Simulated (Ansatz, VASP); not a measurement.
MnS in VASP and in Ansatz

```xyz
2
Lattice="0.0000 2.7525 2.7525 2.7525 0.0000 2.7525 2.7525 2.7525 0.0000" Properties=species:S:1:pos:R:3 pbc="T T T"
Mn    0.0000    0.0000    0.0000
S     1.3763    1.3763    1.3763
```

Alike in both runs: task single point; functional PBEsol; k mesh 8 × 8 × 8; collinear spin; Hubbard terms Mn d U = 3.5 eV.

|  | VASP | Ansatz |
| --- | --- | --- |
| version | VASP 6.6.1 | Ansatz 0.2.0 |
| potentials or method | VASP PAW PBE potentials, release 64 (Mn_pv, S), cutoff 520 eV | plane waves, PAW |
| occupations | methfessel-paxton of order 1, width 0.1 eV | cold |
| valence electrons in the cell | 19 | 21 |

|  | VASP | Ansatz | Ansatz less VASP |
| --- | --- | --- | --- |
| net moment per atom (μB) | 2.50 | 2.50 | 0.000 |
| size of the moment on the site where the two differ most (μB) | 4.53 | 4.27 | -0.253 |

VASP's potentials were made for PBE, not for PBEsol. Site moments also hang on the region over which each program counts them. The programs project onto different local orbitals, so the same U acts differently, and such runs can settle in different states. VASP's potentials hold 19 valence electrons a cell and Ansatz's 21, so a difference there can come from the potentials and not from the codes. Ansatz's warnings: given moment on shells, stability check not made.
